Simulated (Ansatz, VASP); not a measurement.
# Ir in VASP and in Ansatz

```
Ir
1.0
     0.00000    1.90585    1.90585
     1.90585    0.00000    1.90585
     1.90585    1.90585    0.00000
Ir
1
Direct
  0.00000 0.00000 0.00000
```

Alike in both runs: task single point; functional LDA; k mesh 17 × 17 × 17; occupations fermi-dirac, width 0.1 eV; no spin polarisation.

|  | VASP | Ansatz |
| --- | --- | --- |
| version | VASP 6.6.1 | Ansatz 0.2.0 |
| potentials or method | VASP PAW LDA potentials, release 64 (Ir), cutoff 520 eV | all-electron LAPW, scalar-relativistic |

Ansatz gave:

- pressure (GPa): 0.0

Estimate VASP's values.

pressure (GPa): 2.6.

LDA's correlation is that of Perdew and Zunger in VASP and of Perdew and Wang (1992) in Ansatz. Ansatz ran all-electron here, and VASP with PAW potentials.

Neither program's run includes spin-orbit coupling.
